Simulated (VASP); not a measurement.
FeO: single point with PBEsol+D4

FeO:

```
Fe O
1.0
     0.00000    2.15540    2.15540
     2.15540    0.00000    2.15540
     2.15540    2.15540    0.00000
Fe O
1 1
Direct
  0.00000 0.00000 0.00000
  0.50000 0.50000 0.50000
```

```
Program                : VASP 6.6.1
Task                   : single point
Functional             : PBEsol
Dispersion             : D4
Potentials or basis    : VASP PAW PBE potentials, release 64 (Fe_sv, O)
Cutoff                 : 700 eV
k mesh                 : 11 × 11 × 11
Occupations            : fermi-dirac, width 0.05 eV
Spin                   : collinear spin, ferromagnetic start
Starting moments       : [3.0, 0.0] μB
Dipole correction      : no
Further INCAR settings : ALGO = Normal; EDIFF = 1e-06; NBANDS = 22
```

```
Pressure                                              : -12.1 GPa
Band gap on the k mesh                                : zero (filled and empty bands overlap)
Net moment                                            : 4.00 μB per cell
Site moments                                          : Fe +3.47; O +0.30 μB
Valence electrons inside the program's atomic spheres : Fe 13.61; O 4.96
Dispersion energy per atom                            : -0.193 eV
```

Levels at points of the mesh, in eV from the Fermi level:
Spin up:
| k point | band 10 | band 11 | band 12 | band 13 | band 14 | band 15 | band 16 | band 17 |
| --- | --- | --- | --- | --- | --- | --- | --- | --- |
| (0.00, 0.00, 0.00) | -3.88 | -3.88 | -3.67 | -3.67 | -0.08 | 15.02 | 16.79 | 16.79 |
Spin down:
```csv
k point,band 7,band 8,band 9,band 10,band 11,band 12
"(0.00, 0.00, 0.00)",-3.33,-3.33,-0.74,-0.74,-0.74,0.13
```

Wall time 38 s on 1 thread of Intel(R) Xeon(R) 6975P-C (Granite Rapids), on a shared host, peak memory 0.2 GiB.

Caveat: the cell stands under tension; the PAW data sets were made with another functional, which shifts forces and pressure a little; a cell with one magnetic atom can't hold antiferromagnetic order, which such compounds often take; semilocal functionals often make such compounds metallic where correlation or magnetic order opens a gap, which also shifts bond lengths. With open d or f shells a metallic result of PBEsol can be an artefact of self-interaction; +U or a hybrid may open a gap.
